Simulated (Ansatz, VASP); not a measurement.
Given: the input of a run of Ansatz 0.2.0 on Os.

Contents of input.yaml:

```yaml
crystal:
  lattice:
    - [2.7341, 0.0, 0.0]
    - [-1.36705, 2.3678000565, 0.0]
    - [0.0, 0.0, 4.3197]
  atoms:
    - { symbol: Os, position: [0.6666666667, 0.3333333333, 0.75] }
    - { symbol: Os, position: [0.3333333333, 0.6666666667, 0.25] }
kpoints:
  mp_grid: { grid: [11, 11, 6] }
scf:
  occupations: { method: gaussian, width: 0.012 }
hamiltonian:
  xc: pbe
  pseudopotentials: { kind: all_electron, lapw: { basis_error: 0.001 } }
output:
  forces: true
  stress: true
  eigenvalues: true
```

Potentials or basis: all-electron LAPW, scalar-relativistic.

The run is started by

```bash
$ ansatz run input.yaml --threads 1 --pin off --max-ram 3072MiB --backend cpu --events-out ev --progress --plain --runs-dir out
```

**Question.** Set up the same calculation for VASP 6.6.1. Potentials there: VASP PAW PBE potentials, release 64 (Os).

**Answer.** As run (the cutoff follows the program's own potentials):

File INCAR:

```
ALGO = Fast ; EDIFF = 1E-6
ENCUT = 520 ; GGA = PE
ISIF = 2 ; ISMEAR = 0
LASPH = T ; LCHARG = F
LREAL = F ; LWAVE = F
NBANDS = 15 ; NELM = 60
PREC = Accurate ; SIGMA = 0.012
```

KPOINTS

```
k-points
0
Gamma
  11 11 6
```

Contents of POSCAR:

```
Os
1.0
    2.7341000000      0.0000000000      0.0000000000
   -1.3670500000      2.3678000565      0.0000000000
    0.0000000000      0.0000000000      4.3197000000
Os
2
Direct
    0.6666666667      0.3333333333      0.7500000000
    0.3333333333      0.6666666667      0.2500000000
```

Potentials or basis: VASP PAW PBE potentials, release 64 (Os).

Command:

```bash
$ cat potpaw_PBE.64/Os/POTCAR > POTCAR
$ mpirun -np 1 vasp_std > vasp.out
```

Both were run:

|  | VASP | Ansatz | Ansatz less VASP |
| --- | --- | --- | --- |
| gap on the k mesh at the Fermi level (eV) | none | none | - |
| pressure (GPa) | 8.7 | 8.7 | 0.00 |
| traceless stress, the component that is largest in VASP (GPa) | 0.19 | 0.20 | +0.008 |

A gap of «none» marks a metal or a gap that the smearing closes. Ansatz ran all-electron here, and VASP with PAW potentials.

Spin-orbit coupling is off throughout.
